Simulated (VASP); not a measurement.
Crystal: ZnSe (Stilleite).

```xyz
2
Lattice="4.0076 0.0000 0.0000 2.0038 3.4707 0.0000 2.0038 1.1569 3.2722" Properties=species:S:1:pos:R:3 pbc="T T T"
Zn    0.0000    0.0000    0.0000
Se    2.0038    1.1569    0.8180
```

Program: VASP 6.6.1. Alike in all runs: task single point; potentials or basis VASP PAW PBE potentials, release 64 (Zn, Se); no spin polarisation; cell as given; k mesh 6 × 6 × 6; cutoff (eV) 520; smearing methfessel-paxton 0.01 eV.

Order these runs on this cell by their band gap on the k mesh, lowest first.
A. level revPBE
B. level PBEsol
C. level r2SCAN

B (1.17 eV), A (1.41 eV), C (1.87 eV).
